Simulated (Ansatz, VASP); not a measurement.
## Two plane-wave programs on Sn

```xyz
2
Lattice="0.0000 3.2381 3.2381 3.2381 0.0000 3.2381 3.2381 3.2381 0.0000" Properties=species:S:1:pos:R:3 pbc="T T T"
Sn    3.2381    3.2381    3.2381
Sn    4.8571    4.8571    4.8571
```

Alike in both runs: task single point; functional LDA; k mesh 9 × 9 × 9; occupations gaussian, width 0.2 eV; no spin polarisation.

|  | VASP | Ansatz |
| --- | --- | --- |
| version | VASP 6.6.1 | Ansatz 0.2.0 |
| potentials or method | VASP PAW LDA potentials, release 64 (Sn_d), cutoff 520 eV | plane waves (420 eV) with PAW, scalar-relativistic |
| valence electrons in the cell | 28 | 28 |

```tsv
	VASP	Ansatz	Ansatz less VASP
pressure (GPa)	0.0	0.0	-0.01
```

Ansatz warns that its potentials were made for another functional, while VASP's fit it. LDA's correlation is that of Perdew and Zunger in VASP and of Perdew and Wang (1992) in Ansatz.
